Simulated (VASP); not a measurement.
# NaHF2 (R-3m) in VASP: notebook

NaHF2 is run at these levels: r2SCAN; tasks: single point.

All numbers are computed with VASP 6.6.1; they aren't measurements. Logs are shortened: lines on timing, memory, paths and dates and some standing lists are left out, and cuts for length are marked.

### Step 1. The cell of the first run

Symmetry: R-3m, No. 166, trigonal system. Conventional cell: a = 3.284 Å, b = 3.284 Å, c = 13.221 Å, α = 90.00°, β = 90.00°, γ = 120.00°. Within 3.0 Å of Na (site symmetry -3m) lie 6 F at 2.15 Å and 6 H at 2.91 Å. H (site symmetry -3m) has 2 F at 1.19 Å within 1.6 Å. F (site symmetry 3m) has 1 H at 1.19 Å within 1.6 Å.

### Step 2. Single point, r2SCAN (strain -0.050 along x and y, -0.050 along z)

The input, POSCAR:

```
NaHF2
1.0
    1.6420229563      0.9480223958      4.4069271639
   -1.6420229563      0.9480223958      4.4069271639
    0.0000000000     -1.8960447916      4.4069271639
Na H F
1 1 2
Direct
    0.0000000000      0.0000000000      0.0000000000
    0.5000000000      0.5000000000      0.5000000000
    0.4100000000      0.4100000000      0.4100000000
    0.5900000000      0.5900000000      0.5900000000
```

The input, INCAR.step1:

```
PREC = Accurate ; ENCUT = 520
ISMEAR = 0 ; SIGMA = 0.05
LREAL = F ; LASPH = T
NELM = 80 ; NBANDS = 19
GGA = PE ; ALGO = Normal
EDIFF = 1E-4 ; LWAVE = T
LCHARG = F
```

The input, INCAR.step2:

```
PREC = Accurate ; ENCUT = 520
EDIFF = 1E-6 ; ISMEAR = 0
SIGMA = 0.05 ; LREAL = F
LASPH = T ; NELM = 80
ALGO = Normal ; ISIF = 2
LWAVE = F ; LCHARG = F
METAGGA = R2SCAN ; LMIXTAU = T
NBANDS = 19 ; ISTART = 1
```

The input, KPOINTS:

```
Automatic mesh
0
Gamma
  12 12 12
```

Potentials or basis: VASP PAW PBE potentials, release 64 (Na_pv, H, F).

On the command line:

```bash
$ cat potpaw_PBE.64/Na_pv/POTCAR potpaw_PBE.64/H/POTCAR potpaw_PBE.64/F/POTCAR > POTCAR
$ cp INCAR.step1 INCAR
$ mpirun -np 1 vasp_std > vasp.out
$ cp INCAR.step2 INCAR
$ mpirun -np 1 vasp_std > vasp.out
```

OUTCAR:

```text
PREC = Accurate
   ENCUT = 520
   EDIFF = 1E-6
   ISMEAR = 0
   LREAL = F
   LASPH = T
   NELM = 80
   ISIF = 2
   METAGGA = R2SCAN
   ISTART = 1

 ion  position               nearest neighbor table
   1  0.000  0.000  0.000-   4 2.15   3 2.15   4 2.15   4 2.15   3 2.15   3 2.15
   2  0.500  0.500  0.500-   3 1.19   4 1.19
   3  0.410  0.410  0.410-   2 1.19   1 2.15   1 2.15   1 2.15
   4  0.590  0.590  0.590-   2 1.19   1 2.15   1 2.15   1 2.15

  LATTYP: Found a trigonal (rhomboedric) cell.
 ALAT       =     4.7974986066
 COS(alpha) =     0.7657073147

  Lattice vectors:

 A1 = (   1.6420229563,   0.9480223958,   4.4069271639)
 A2 = (  -1.6420229563,   0.9480223958,   4.4069271639)
 A3 = (   0.0000000000,  -1.8960447916,   4.4069271639)

Analysis of symmetry for initial positions (statically):
=====================================================================
 Subroutine PRICEL returns:
 Original cell was already a primitive cell.

 Routine SETGRP: Setting up the symmetry group for a
 trigonal (rhombohedral) supercell.

 Subroutine GETGRP returns: Found 12 space group operations
 (whereof 12 operations were pure point group operations)
 out of a pool of 12 trial point group operations.

The static configuration has the point symmetry D_3d.

Analysis of symmetry for dynamics (positions and initial velocities):
=====================================================================
 Subroutine PRICEL returns:
 Original cell was already a primitive cell.

 Routine SETGRP: Setting up the symmetry group for a
 trigonal (rhombohedral) supercell.

 Subroutine GETGRP returns: Found 12 space group operations
 (whereof 12 operations were pure point group operations)
 out of a pool of 12 trial point group operations.

The dynamic configuration has the point symmetry D_3d.

 Subroutine INISYM returns: Found 12 space group operations
 (whereof 12 operations are pure point group operations),
 and found     1 'primitive' translations

----------------------------------------------------------------------------------------

                                     Primitive cell

  volume of cell :      41.1609

  direct lattice vectors                    reciprocal lattice vectors
     1.642022956  0.948022396  4.406927164     0.304502442  0.175804567  0.075638494
    -1.642022956  0.948022396  4.406927164    -0.304502442  0.175804567  0.075638494
     0.000000000 -1.896044792  4.406927164     0.000000000 -0.351609134  0.075638494

  length of vectors
     4.797498607  4.797498607  4.797498607     0.359652839  0.359652839  0.359652839

  position of ions in fractional coordinates (direct lattice)
     0.000000000  0.000000000  0.000000000
     0.500000000  0.500000000  0.500000000
     0.410000000  0.410000000  0.410000000
     0.590000000  0.590000000  0.590000000

  ion indices of the primitive-cell ions
   primitive index   ion index
                 1           1
                 2           2
                 3           3
                 4           4

----------------------------------------------------------------------------------------

 KPOINTS: Automatic mesh

Automatic generation of k-mesh.
 Grid dimensions read from file:
 generate k-points for:   12   12   12

 Generating k-lattice:

  Cartesian coordinates                     Fractional coordinates (reciprocal lattice)
     0.025375203  0.014650381  0.006303208     0.083333333 -0.000000000 -0.000000000
    -0.025375203  0.014650381  0.006303208    -0.000000000  0.083333333 -0.000000000
     0.000000000 -0.029300761  0.006303208    -0.000000000 -0.000000000  0.083333333

  Length of vectors
     0.029971070  0.029971070  0.029971070

  Shift w.r.t. Gamma in fractional coordinates (k-lattice)
     0.000000000  0.000000000  0.000000000

 Subroutine IBZKPT returns following result:
 ===========================================

 Found    189 irreducible k-points:

 Following reciprocal coordinates:
            Coordinates               Weight
  0.000000  0.000000  0.000000      1.000000
  0.083333  0.000000  0.000000      6.000000
  0.166667  0.000000  0.000000      6.000000
  0.250000  0.000000  0.000000      6.000000
  0.333333  0.000000  0.000000      6.000000
  0.416667  0.000000  0.000000      6.000000
[... 16 lines left out ...]
  0.500000  0.166667  0.000000     12.000000
 -0.416667  0.166667 -0.000000     12.000000
 [... further k-points ...]
   k-points           NKPTS =    189   k-points in BZ     NKDIM =    189   number of bands    NBANDS=     19
   number of dos      NEDOS =    301   number of ions     NIONS =      4
   total plane-waves  NPLWV =  46656
   dimension x,y,z NGX =    36 NGY =   36 NGZ =   36
   dimension x,y,z NGXF=    72 NGYF=   72 NGZF=   72
   ions per type =               1   1   2
   NGX,Y,Z   is equivalent  to a cutoff of  12.47, 12.47, 12.47 a.u.
   NGXF,Y,Z  is equivalent  to a cutoff of  24.95, 24.95, 24.95 a.u.
 SYSTEM =  unknown system
   PREC   = accura    normal or accurate (medium, high low for compatibility)
   ISTART =      1    job   : 0-new  1-cont  2-samecut
   ICHARG =      0    charge: 1-file 2-atom 10-const
   ISPIN  =      1    spin polarized calculation?
   LNONCOLLINEAR =      F non collinear calculations
   LSORBIT =      F    spin-orbit coupling
   LASPH  =      T    aspherical Exc in radial PAW
   ENCUT  =  520.0 eV  38.22 Ry    6.18 a.u.   8.92  8.92  8.92*2*pi/ulx,y,z
   NELM   =     80;   NELMIN=  2; NELMDL=  0     # of ELM steps
   EDIFF  = 0.1E-05   stopping-criterion for ELM
   LREAL  =      F    real-space projection
   EDIFFG = 0.1E-04   stopping-criterion for IOM
   NSW    =      0    number of steps for IOM
   IBRION =     -1    ionic relax: 0-MD 1-quasi-New 2-CG
   NFREE  =      0    steps in history (QN), initial steepest desc. (CG)
   ISIF   =      2    stress and relaxation
   ISYM   =      2    0-nonsym 1-usesym 2-fastsym
   POTIM  = 0.5000    time-step for ionic-motion
   TEBEG  =    0.0;   TEEND  =   0.0 temperature during run
   PSTRESS=    0.0 pullay stress
   NELECT =      22.0000    total number of electrons
   NUPDOWN=      -1.0000    fix difference up-down
   EMIN   =  10.00;   EMAX   =-10.00  energy-range for DOS
   EFERMI =   0.00;   METHOD = LEGACY
   ISMEAR =     0;   SIGMA  =   0.05  broadening in eV -4-tet -1-fermi 0-gaus
   EFERMI_NEDOS =   21; number of points for ismear=-14 and -15
   IALGO  =     38    algorithm
   IMIX   =      4    mixing-type and parameters
     AMIX     =   0.40;   BMIX     =  1.00
     AMIX_MAG =   1.60;   BMIX_MAG =  1.00
  volume/ion in A,a.u.               =      10.29        69.44
  Fermi-wavevector in a.u.,A,eV,Ry     =   1.328579  2.510650 24.015948  1.765122
  Thomas-Fermi vector in A             =   2.457806
   LORBIT       =      0    0 simple, 1 ext, 2 COOP (PROOUT), +10 PAW based schemes
   METAGGA = R2SCAN    functional components
   LHFCALC =     F    Hartree Fock is set to
   AEXX    =    0.0000 exact exchange contribution
   IVDW    =     0    specifies the selected vdW correction
   LEPSILON=     F    determine dielectric tensor
   LRPA    =     F    only Hartree local field effects (RPA)
 non-spin polarized calculation
 Gauss-broadening in eV      SIGMA  =   0.05
  energy-cutoff  :      520.00
  volume of cell :       41.16
 maximum number of plane-waves:      1126
   NGX = 17   NGY = 17   NGZ = 17

 number of electron      22.0000010 magnetization

 Free energy of the ion-electron system (eV)
  ---------------------------------------------------
  ext. energy  EPLUGINS =         0.00000000
  ---------------------------------------------------
  free energy    TOTEN  =       -22.54481765 eV

  energy without entropy =      -22.54481765  energy(sigma->0) =      -22.54481765

 E-fermi :  -3.6038     XC(G=0):  -9.3668

 val. band max:       -3.9108515989   @ k =   0.5000   0.5000   0.5000
 cond. band min:       4.0958183570   @ k =   0.0000   0.0000   0.0000
 fundamental gap:      8.0066699559
 Fermi energy:        -3.6037825201

 k-point     1 :       0.0000    0.0000    0.0000
  band No.  band energies     occupation
      1     -25.5486      2.00000
      2     -24.5698      2.00000
      3     -22.1635      2.00000
      4     -22.1635      2.00000
      5     -21.9731      2.00000
      6      -8.9396      2.00000
[... 11 lines left out ...]
     18      20.4878      0.00000
     19      20.4879      0.00000

 k-point     2 :       0.0833    0.0000    0.0000
  band No.  band energies     occupation
      1     -25.5498      2.00000
      2     -24.5589      2.00000
      3     -22.1658      2.00000
      4     -22.1547      2.00000
      5     -21.9880      2.00000
      6      -8.9061      2.00000
[... 11 lines left out ...]
     18      19.8080      0.00000
     19      20.3778      0.00000

 k-point     3 :       0.1667    0.0000    0.0000
  band No.  band energies     occupation
      1     -25.5532      2.00000
      2     -24.5281      2.00000
      3     -22.1721      2.00000
      4     -22.1335      2.00000
      5     -22.0263      2.00000
      6      -8.8133      2.00000
[... 11 lines left out ...]
     18      18.5598      0.00000
     19      20.1839      0.00000

 k-point     4 :       0.2500    0.0000    0.0000
  band No.  band energies     occupation
      1     -25.5574      2.00000
      2     -24.4843      2.00000
      3     -22.1807      2.00000
      4     -22.1311      2.00000
      5     -22.0536      2.00000
      6      -8.6831      2.00000
[... 407 lines left out ...]
     18      17.8743      0.00000
     19      19.2382      0.00000

 k-point    23 :       0.5000    0.1667    0.0000
  band No.  band energies     occupation
      1     -25.5031      2.00000
      2     -24.4948      2.00000
      3     -22.2345      2.00000
      4     -22.1314      2.00000
      5     -22.0312      2.00000
      6      -8.3717      2.00000
[... 11 lines left out ...]
     18      17.7322      0.00000
     19      19.6877      0.00000

 k-point    24 :      -0.4167    0.1667   -0.0000
  band No.  band energies     occupation
      1     -25.5102      2.00000
      2     -24.4771      2.00000
      3     -22.2379      2.00000
      4     -22.1415      2.00000
      5     -22.0245      2.00000
      6      -8.3704      2.00000
[... 11 lines left out ...]
     18      17.7449      0.00000
     19      19.3840      0.00000

 [... further k-points ...]

------------------------ aborting loop because EDIFF is reached ----------------------------------------

  FORCE on cell =-STRESS in cart. coord.  units (eV):
  Direction    XX          YY          ZZ          XY          YZ          ZX
  --------------------------------------------------------------------------------------
  -------------------------------------------------------------------------------------
  Total        1.9460648      1.9460648     -1.1844105      0.0000000      0.0000000      0.0000000
  in kB       75.7500537     75.7500537    -46.1028634      0.0000000      0.0000000      0.0000000
  external PRESSURE =      35.1324147 kB  Pullay stress =       0.0000000 kB

 VOLUME and BASIS-vectors are now :
 -----------------------------------------------------------------------------
  energy-cutoff  :      520.00
  volume of cell :       41.16
      direct lattice vectors                 reciprocal lattice vectors
     1.642022956  0.948022396  4.406927164     0.304502442  0.175804567  0.075638494
    -1.642022956  0.948022396  4.406927164    -0.304502442  0.175804567  0.075638494
     0.000000000 -1.896044792  4.406927164     0.000000000 -0.351609134  0.075638494

 POSITION                                       TOTAL-FORCE (eV/Angst)
 -----------------------------------------------------------------------------------
      0.00000      0.00000      0.00000        -0.000000      0.000000      0.000000
      0.00000      0.00000      6.61039         0.000000      0.000000      0.000000
      0.00000      0.00000      5.42052        -0.000000      0.000000      2.013988
      0.00000      0.00000      7.80026        -0.000000     -0.000000     -2.013988
 -----------------------------------------------------------------------------------
    total drift:                               -0.000000      0.000000      0.000000

  FREE ENERGIE OF THE ION-ELECTRON SYSTEM (eV)
  ---------------------------------------------------
  free  energy   TOTEN  =       -22.5448176527 eV

  energy  without entropy=      -22.5448176527  energy(sigma->0) =      -22.54481765
```

Wall time 9 min (1 thread of AMD EPYC 9R45 (Zen 5), shared host); peak memory 0.27 GiB.

Results:

```yaml
Free_energy: -22.5448 eV
Pressure: 3.5 GPa
Largest_force: 2.014 eV/Å
Band_gap_on_the_k_mesh: 8.01 eV (least direct gap 8.15 eV)
```

Forces in eV/Å, atoms in the order of the input:
```
Na   0.000  0.000  0.000
H    0.000  0.000  0.000
F    0.000  0.000  2.014
F    0.000  0.000 -2.014
```

Stress tensor (GPa, compression positive):
```
 7.58  0.00  0.00
 0.00  7.58  0.00
 0.00  0.00 -4.61
```

Caveat: the cell differs from its parent crystal (strain -0.050 along x and y, -0.050 along z); the stress differs along the axes, from -5 to 8 GPa; the PAW data sets were made with another functional, which shifts forces and pressure a little. A k mesh can miss the band edges.

(Part 1 of 2 ends here.)
